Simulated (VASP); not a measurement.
## ZrS2: single point with PBE

ZrS2:

```
Zr S
1.0
     3.67440    0.00000    0.00000
    -1.83720    3.18212    0.00000
     0.00000    0.00000    5.85686
Zr S
1 2
Direct
  0.00000 0.00000 0.00000
  0.33333 0.66667 0.24623
  0.66667 0.33333 0.75377
```

```json
{
  "Program": "VASP 6.6.1",
  "Task": "single point",
  "Functional": "PBE",
  "Potentials or basis": "VASP PAW PBE potentials, release 64 (Zr_sv, S)",
  "Cutoff": "500 eV",
  "k mesh": "6 × 6 × 2",
  "Occupations": "gaussian, width 0.01 eV",
  "Spin": "no spin polarisation",
  "Dipole correction": "no",
  "Further INCAR settings": "ALGO = Normal; EDIFF = 1e-06; NBANDS = 19"
}
```

```
Pressure               : 1.4 GPa
Largest force          : 0.031 eV/Å
Band gap on the k mesh : 0.88 eV, indirect (least direct gap 1.50 eV)
```

Forces in eV/Å, atoms in the order of the input:
```
Zr   0.000  0.000  0.000
S    0.000  0.000  0.031
S    0.000  0.000 -0.031
```

Stress tensor (GPa, compression positive):
```
1.09 0.00 0.00
0.00 1.09 0.00
0.00 0.00 2.00
```

Levels at points of the mesh, in eV from the valence-band top:
| k point | band 10 | band 11 | band 12 | band 13 | band 14 | band 15 |
| --- | --- | --- | --- | --- | --- | --- |
| (0.00, 0.00, 0.00) | -0.17 | -0.17 | 0.00 | 1.50 | 1.50 | 2.31 |
| (0.50, 0.00, 0.00) | -2.52 | -1.89 | -1.31 | 1.06 | 3.19 | 3.47 |
| (0.00, 0.00, 0.50) | -1.82 | -0.31 | -0.31 | 1.46 | 1.46 | 2.64 |
| (0.50, 0.00, 0.50) | -2.32 | -1.03 | -0.81 | 0.88 | 3.18 | 3.47 |

Run time: 10 s on 1 thread of Intel(R) Xeon(R) Platinum 8559C (Emerald Rapids) (shared host), peak memory 0.18 GiB.

Caveat: the k points lie up to 0.54 Å⁻¹ apart; this functional lacks dispersion, which binds the layers, so the pressure and a relaxed spacing across them are unreliable. A hybrid or GW would open this gap; PBE tends to underestimate it.
